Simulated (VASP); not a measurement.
# HfSiW3 (Cmmm) in VASP: single point with PBE

Aim: the single point of HfSiW3 with PBE.

All numbers are computed with VASP 6.6.1; they aren't measurements. Logs are shortened: lines on timing, memory, paths and dates and some standing lists are left out, and cuts for length are marked.

**1. The cell of the first run**

The structure is orthorhombic, space group Cmmm (No. 65). Conventional cell: a = 4.437 Å, b = 22.882 Å, c = 3.260 Å, α = 90.00°, β = 90.00°, γ = 90.00°. Within 3.7 Å of Hf (site symmetry m2m) lie 6 Si at 2.80 to 3.05 Å and 4 W at 2.92 to 3.35 Å and 4 Hf at 3.03 to 3.26 Å. Within 3.4 Å of Si (site symmetry m2m) lie 4 W at 2.58 to 2.93 Å and 6 Hf at 2.80 to 3.05 Å and 2 Si at 3.26 Å. W (site symmetry mmm) has 14 W at 2.75 to 3.26 Å within 3.6 Å. Within 3.6 Å of W (site symmetry m2m) lie 10 W at 2.75 to 3.26 Å and 2 Hf at 2.92 Å and 2 Si at 2.93 Å. Within 3.4 Å of W (site symmetry m2m) lie 2 Si at 2.58 Å and 10 W at 2.72 to 3.26 Å and 2 Hf at 3.35 Å. W (site symmetry mmm) has 14 W at 2.72 to 3.26 Å within 3.6 Å.

**2. Single point, PBE**

The input, INCAR:

```
PREC = Accurate
ENCUT = 520
EDIFF = 1E-7
ISMEAR = 0
SIGMA = 0.1
LREAL = False
LASPH = True
NELM = 80
ALGO = Fast
ISIF = 2
LWAVE = False
LCHARG = True
GGA = PE
LELF = True
LVHAR = True
NBANDS = 67
```

The input, KPOINTS:

```
Automatic mesh
0
Gamma
  8 8 10
```

The input, POSCAR:

```
HfSiW3
1.0
    2.2182617266    -11.4410115561      0.0000000000
    2.2182617266     11.4410115561      0.0000000000
    0.0000000000      0.0000000000      3.2596921045
Hf Si W
2 2 6
Direct
    0.7952489169      0.2047510831      0.0000000000
    0.2047510831      0.7952489169      0.0000000000
    0.3172031031      0.6827968969      0.5000000000
    0.6827968969      0.3172031031      0.5000000000
    0.0000000000      0.0000000000      0.0000000000
    0.0990843881      0.9009156119      0.5000000000
    0.9009156119      0.0990843881      0.5000000000
    0.4048537246      0.5951462754      0.0000000000
    0.5000000000      0.5000000000      0.5000000000
    0.5951462754      0.4048537246      0.0000000000
```

Potentials or basis: VASP PAW PBE potentials, release 64 (Hf_pv, Si, W_sv).

Launch:

```console
$ cat potpaw_PBE.64/Hf_pv/POTCAR potpaw_PBE.64/Si/POTCAR potpaw_PBE.64/W_sv/POTCAR > POTCAR
$ mpirun -np 1 vasp_std > vasp.out
```

OUTCAR:

```text
PREC = Accurate
   ENCUT = 520
   EDIFF = 1E-7
   ISMEAR = 0
   LREAL = False
   LASPH = True
   NELM = 80
   ISIF = 2
   GGA = PE

 ion  position               nearest neighbor table
   1  0.795  0.205  0.000-   3 2.80   3 2.80   3 2.80   3 2.80   7 2.92   7 2.92   2 3.03   2 3.03
                             4 3.05   4 3.05   8 3.35   8 3.35
   2  0.205  0.795  0.000-   4 2.80   4 2.80   4 2.80   4 2.80   6 2.92   6 2.92   1 3.03   1 3.03
                             3 3.05   3 3.05  10 3.35  10 3.35
   3  0.317  0.683  0.500-   8 2.58   8 2.58   1 2.80   1 2.80   1 2.80   1 2.80   7 2.93   7 2.93
                             2 3.05   2 3.05
   4  0.683  0.317  0.500-  10 2.58  10 2.58   2 2.80   2 2.80   2 2.80   2 2.80   6 2.93   6 2.93
                             1 3.05   1 3.05
   5  0.000  0.000  0.000-   9 2.75   9 2.75   9 2.75   9 2.75   7 2.79   7 2.79   6 2.79   6 2.79
                            10 3.11   8 3.11  10 3.11   8 3.11
   6  0.099  0.901  0.500-  10 2.75  10 2.75  10 2.75  10 2.75   5 2.79   5 2.79   2 2.92   2 2.92
                             4 2.93   4 2.93   9 3.17   9 3.17
   7  0.901  0.099  0.500-   8 2.75   8 2.75   8 2.75   8 2.75   5 2.79   5 2.79   1 2.92   1 2.92
                             3 2.93   3 2.93   9 3.17   9 3.17
   8  0.405  0.595  0.000-   3 2.58   3 2.58   9 2.72   9 2.72   7 2.75   7 2.75   7 2.75   7 2.75
                             5 3.11   5 3.11   1 3.35   1 3.35
   9  0.500  0.500  0.500-   8 2.72  10 2.72   8 2.72  10 2.72   5 2.75   5 2.75   5 2.75   5 2.75
                             6 3.17   7 3.17   6 3.17   7 3.17
  10  0.595  0.405  0.000-   4 2.58   4 2.58   9 2.72   9 2.72   6 2.75   6 2.75   6 2.75   6 2.75
                             5 3.11   5 3.11   2 3.35   2 3.35

  LATTYP: Found a base centered orthorhombic cell.
 ALAT       =     4.4365234532
 B/A-ratio  =     5.1576472780
 C/A-ratio  =     0.7347401944

  Lattice vectors:

 A1 = (   2.2182617266, -11.4410115561,   0.0000000000)
 A2 = (   2.2182617266,  11.4410115561,   0.0000000000)
 A3 = (   0.0000000000,   0.0000000000,   3.2596921045)

Analysis of symmetry for initial positions (statically):
=====================================================================
 Subroutine PRICEL returns:
 Original cell was already a primitive cell.

 Routine SETGRP: Setting up the symmetry group for a
 base centered orthorhombic supercell.

 Subroutine GETGRP returns: Found  8 space group operations
 (whereof  8 operations were pure point group operations)
 out of a pool of  8 trial point group operations.

The static configuration has the point symmetry D_2h.

Analysis of symmetry for dynamics (positions and initial velocities):
=====================================================================
[... 141 lines left out ...]
   ISMEAR =     0;   SIGMA  =   0.10  broadening in eV -4-tet -1-fermi 0-gaus
   EFERMI_NEDOS =   21; number of points for ismear=-14 and -15
   IALGO  =     68    algorithm
   IMIX   =      4    mixing-type and parameters
     AMIX     =   0.40;   BMIX     =  1.00
     AMIX_MAG =   1.60;   BMIX_MAG =  1.00
  volume/ion in A,a.u.               =      16.55       111.66
  Fermi-wavevector in a.u.,A,eV,Ry     =   1.437428  2.716346 28.112366  2.066201
  Thomas-Fermi vector in A             =   2.556507
   LORBIT       =      0    0 simple, 1 ext, 2 COOP (PROOUT), +10 PAW based schemes
   GGA     = PE    functional components
   LHFCALC =     F    Hartree Fock is set to
   AEXX    =    0.0000 exact exchange contribution
   IVDW    =     0    specifies the selected vdW correction
   LEPSILON=     F    determine dielectric tensor
   LRPA    =     F    only Hartree local field effects (RPA)
 non-spin polarized calculation
 RMM-DIIS sequential band-by-band and
 Gauss-broadening in eV      SIGMA  =   0.10
  energy-cutoff  :      520.00
  volume of cell :      165.46
 maximum number of plane-waves:      4492
 NGX is ok and might be reduce to    90
   NGX = 43   NGY = 43   NGZ = 13

 number of electron     112.0000009 magnetization

 Free energy of the ion-electron system (eV)
  ---------------------------------------------------
  ext. energy  EPLUGINS =         0.00000000
  ---------------------------------------------------
  free energy    TOTEN  =      -109.77765677 eV

  energy without entropy =     -109.74742780  energy(sigma->0) =     -109.76254229

 E-fermi :   9.7858     XC(G=0): -12.7084

 val. band max:        9.7849421096   @ k =  -0.3750   0.3750   0.4000
 cond. band min:       9.7860520866   @ k =  -0.2500   0.1250   0.3000
 fundamental gap:      0.0011099770
 Fermi energy:         9.7857875730

 k-point     1 :       0.0000    0.0000    0.0000
  band No.  band energies     occupation
      1     -64.4455      2.00000
      2     -64.3823      2.00000
      3     -64.3667      2.00000
      4     -64.3065      2.00000
      5     -64.1988      2.00000
      6     -64.1883      2.00000
[... 1669 lines left out ...]
     66      11.7481      0.00000
     67      11.9028      0.00000

 [... further k-points ...]

------------------------ aborting loop because EDIFF is reached ----------------------------------------

  FORCE on cell =-STRESS in cart. coord.  units (eV):
  Direction    XX          YY          ZZ          XY          YZ          ZX
  --------------------------------------------------------------------------------------
  -------------------------------------------------------------------------------------
  Total        0.2101430      0.0421463      0.1765953      0.0000000      0.0000000      0.0000000
  in kB        2.0348940      0.4081188      1.7100392      0.0000000      0.0000000      0.0000000
  external PRESSURE =       1.3843507 kB  Pullay stress =       0.0000000 kB

 VOLUME and BASIS-vectors are now :
 -----------------------------------------------------------------------------
  energy-cutoff  :      520.00
  volume of cell :      165.46
      direct lattice vectors                 reciprocal lattice vectors
     2.218261727-11.441011556  0.000000000     0.225401716 -0.043702429  0.000000000
     2.218261727 11.441011556  0.000000000     0.225401716  0.043702429  0.000000000
     0.000000000  0.000000000  3.259692105     0.000000000  0.000000000  0.306777440

 POSITION                                       TOTAL-FORCE (eV/Angst)
 -----------------------------------------------------------------------------------
      2.21826     -6.75589      0.00000        -0.000000     -0.011143      0.000000
      2.21826      6.75589      0.00000        -0.000000      0.011143      0.000000
      2.21826      4.18276      1.62985        -0.000000      0.014461      0.000000
      2.21826     -4.18276      1.62985        -0.000000     -0.014461      0.000000
      0.00000      0.00000      0.00000        -0.000000      0.000000      0.000000
      2.21826      9.17376      1.62985        -0.000000     -0.039146     -0.000000
      2.21826     -9.17376      1.62985        -0.000000      0.039146      0.000000
      2.21826      2.17714      0.00000        -0.000000      0.026992      0.000000
      2.21826      0.00000      1.62985         0.000000      0.000000      0.000000
      2.21826     -2.17714      0.00000        -0.000000     -0.026992     -0.000000
 -----------------------------------------------------------------------------------
    total drift:                                0.000000     -0.000000     -0.000000

  FREE ENERGIE OF THE ION-ELECTRON SYSTEM (eV)
  ---------------------------------------------------
  free  energy   TOTEN  =      -109.7776567711 eV

  energy  without entropy=     -109.7474278045  energy(sigma->0) =     -109.76254229
```

It took 2.5 h on 1 thread of Oxide Virtual Turin-like, shared host; peak memory 1.2 GiB.

What came out:

```yaml
Free_energy: -109.7777 eV
Pressure: 0.1 GPa
Largest_force: 0.039 eV/Å
Band_gap_on_the_k_mesh: zero (bands 56 and 57 overlap by 1.05 eV)
```

Forces in eV/Å, atoms in the order of the input:
```
Hf   0.000 -0.011  0.000
Hf   0.000  0.011  0.000
Si   0.000  0.014  0.000
Si   0.000 -0.014  0.000
W    0.000  0.000  0.000
W    0.000 -0.039  0.000
W    0.000  0.039  0.000
W    0.000  0.027  0.000
W    0.000  0.000  0.000
W    0.000 -0.027  0.000
```

Levels at points of the mesh, in eV from the Fermi level:
| k point | band 53 | band 54 | band 55 | band 56 | band 57 | band 58 | band 59 | band 60 |
| --- | --- | --- | --- | --- | --- | --- | --- | --- |
| (0.00, 0.00, 0.00) | -0.90 | -0.77 | -0.74 | 0.37 | 0.53 | 0.63 | 1.14 | 1.53 |
| (0.50, 0.00, 0.00) | -0.83 | -0.76 | -0.52 | -0.45 | -0.24 | -0.09 | -0.01 | 0.07 |
| (0.50, 0.50, 0.00) | -0.80 | -0.79 | -0.57 | 0.58 | 0.74 | 0.95 | 1.09 | 1.61 |
| (0.00, 0.00, 0.50) | -1.91 | -1.32 | -1.28 | -0.70 | -0.44 | 0.50 | 0.71 | 0.75 |
| (0.50, 0.00, 0.50) | -0.84 | -0.80 | -0.20 | 0.47 | 0.78 | 0.94 | 1.00 | 1.06 |
| (0.50, 0.50, 0.50) | -2.08 | -1.60 | -1.06 | -0.18 | 0.06 | 0.28 | 0.38 | 0.74 |

Caveat: spin-orbit coupling is left out, which moves the levels of the heavy elements.
